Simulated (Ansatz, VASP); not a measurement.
Sc2Ta in VASP and in Ansatz

```xyz
6
Lattice="4.9169 0.0000 0.0000 -2.4585 4.2582 0.0000 0.0000 0.0000 6.1361" Properties=species:S:1:pos:R:3 pbc="T T T"
Sc    0.0000    0.0000    3.0681
Sc    0.0000    2.8388    0.9703
Sc    0.0000    0.0000    0.0000
Sc    2.4585    1.4194    5.1659
Ta    0.0000    2.8388    3.8174
Ta    2.4585    1.4194    2.3188
```

Alike in both runs: functional PBE; k mesh 12 × 12 × 6; occupations gaussian, width 0.1 eV; no spin polarisation.

Ansatz relaxed the structure, and its values are those at the end. VASP's run is a single point on that final structure, the one shown.

|  | VASP | Ansatz |
| --- | --- | --- |
| version | VASP 6.6.1 | Ansatz 0.2.0 |
| potentials or method | VASP PAW PBE potentials, release 64 (Sc_sv, Ta_pv), cutoff 520 eV | scalar-relativistic, plane waves, PAW |
| valence electrons in the cell | 66 | 70 |

```csv
,VASP,Ansatz,Ansatz less VASP
gap on the k mesh at the Fermi level (eV),none,none,-
pressure (GPa),0.1,0.0,-0.08
```

A gap of «none» marks a metal or a gap that the smearing closes. VASP's potentials hold 66 valence electrons a cell and Ansatz's 70, so a difference there can come from the potentials and not from the codes.

Neither program's run includes spin-orbit coupling.
